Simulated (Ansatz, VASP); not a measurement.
# MgO: VASP beside Ansatz

```
Mg O
1.0
     3.32582    0.00000    0.00000
    -1.66291    2.88024    0.00000
     0.00000    0.00000    4.95215
Mg O
2 2
Direct
  0.33333 0.66667 0.00366
  0.66667 0.33333 0.50366
  0.33333 0.66667 0.40094
  0.66667 0.33333 0.90094
```

Alike in both runs: task single point; functional PBEsol; k mesh 9 × 9 × 6; occupations gaussian, width 0.05 eV; no spin polarisation.

```csv
,VASP,Ansatz
version,VASP 6.6.1,Ansatz 0.2.0
potentials or method,"VASP PAW PBE potentials, release 64 (Mg, O), cutoff 520 eV","scalar-relativistic, plane waves, PAW"
valence electrons in the cell,16,32
```

|  | VASP | Ansatz | Ansatz less VASP |
| --- | --- | --- | --- |
| gap on the k mesh at the Fermi level (eV) | 3.32 | 3.33 | +0.006 |
| least direct gap on the mesh (eV) | 3.32 | 3.33 | +0.006 |
| pressure (GPa) | -0.5 | -0.2 | +0.32 |
| traceless stress, the component that is largest in VASP (GPa) | 2.67 | 2.61 | -0.070 |
| rms of the force components (eV/Å) | 0.125 | 0.123 | -0.0013 |

VASP's potentials were made for PBE, not for PBEsol, and Ansatz warns of the same on its side. Atom by atom the forces differ by 0.001 eV/Å (rms over components). The functional is the same, so the differences come from potentials, cutoffs and numerics. VASP's potentials hold 16 valence electrons a cell and Ansatz's 32, so a difference there can come from the potentials and not from the codes.
